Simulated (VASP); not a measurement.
A run of VASP 6.6.1:

INCAR

```
ALGO = Normal ; EDIFF = 1E-6
ENCUT = 500 ; GGA = PE
GGA_COMPAT = F ; ISIF = 2
ISMEAR = 0 ; ISPIN = 2
LASPH = T ; LCHARG = T
LELF = T ; LMAXMIX = 4
LORBIT = 11 ; LREAL = F
LVHAR = T ; LWAVE = F
MAGMOM = 0 0 0.5 ; NBANDS = 22
NELM = 200 ; NUPDOWN = 0.5
PREC = Accurate ; SIGMA = 0.15
```

File KPOINTS:

```
k-points
0
Gamma
  12 12 8
```

File POSCAR:

```
Te2Pt
1.0
    4.4043192034      0.0000000000      0.0000000000
   -2.2021596017      3.8142523165      0.0000000000
    0.0000000000      0.0000000000      5.8045674002
Te Pt
2 1
Direct
    0.3333333333      0.6666666667      0.2528728645
    0.6666666667      0.3333333333      0.7471271355
    0.0000000000      0.0000000000      0.0000000000
```

Potentials or basis: VASP PAW PBE potentials, release 64 (Te, Pt).

Command:

```console
$ cat potpaw_PBE.64/Te/POTCAR potpaw_PBE.64/Pt/POTCAR > POTCAR
$ mpirun -np 1 vasp_std > vasp.out
```

Hardware: 1 thread of Oxide Virtual Turin-like Processor, with other jobs on the host.

Problem. How long does it take, and how much memory?

Solution. Wall time 6.7 min on 1 thread of Oxide Virtual Turin-like Processor, with other jobs on the host, peak memory 0.49 GiB. Counts: scf iterations 16, k points 131.
